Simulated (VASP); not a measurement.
BeS:

```
Be S
1.0
     0.00000    2.36364    2.36364
     2.36364    0.00000    2.36364
     2.36364    2.36364    0.00000
Be S
1 1
Direct
  0.00000 0.00000 0.00000
  0.50000 0.50000 0.50000
```

This cell differs from its parent crystal: strain +2.0%.

Base run:

```yaml
Program: VASP 6.6.1
Functional: r2SCAN
Potentials_or_basis: VASP PAW PBE potentials, release 64 (Be, S)
Cutoff: 520 eV
k_mesh: 10 × 10 × 10
Occupations: gaussian, width 0.01 eV
Spin: no spin polarisation
```

Its results: band gap on the k mesh 1.35 eV, indirect (least direct gap 4.32 eV); pressure -6.0 GPa.

Question: The run is repeated on the same cell with these changes: functional from r2SCAN to PBE; occupations from gaussian, width 0.01 eV to fermi-dirac, width 0.02 eV. What comes out?

Answer: Band gap on the k mesh 0.99 eV, indirect (least direct gap 3.87 eV); pressure -6.1 GPa.

Caveats: the PAW data sets were made with another functional, which shifts forces and pressure a little (some runs).

A k mesh can miss the band edges.
